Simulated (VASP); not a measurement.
Input of a VASP 6.6.1 run:

INCAR

```
PREC = Accurate
ENCUT = 520
EDIFF = 1E-8
ISMEAR = -1
SIGMA = 0.08
LREAL = F
LASPH = T
NELM = 60
ALGO = Normal
ISIF = 2
LWAVE = F
LCHARG = F
GGA = PS
LEFG = T
NBANDS = 10
```

File KPOINTS:

```
regular mesh
0
Gamma
  10 10 10
```

The input POSCAR:

```
K
1.0
   -2.6180000000      2.6180000000      2.6180000000
    2.6180000000     -2.6180000000      2.6180000000
    2.6180000000      2.6180000000     -2.6180000000
K
1
Direct
    0.0000000000      0.0000000000      0.0000000000
```

Potentials or basis: VASP PAW PBE potentials, release 64 (K_sv).

Command:

```bash
$ cat potpaw_PBE.64/K_sv/POTCAR > POTCAR
$ mpirun -np 1 vasp_std > vasp.out
```

(1) Estimate the pressure.

(2) What does it give for the band gap on the k mesh?

Answers

(1) 0.0 GPa.

(2) zero (an odd number of electrons rules out a gap without spin polarisation).

Caveat: the PAW data sets were made with another functional, which shifts forces and pressure a little.
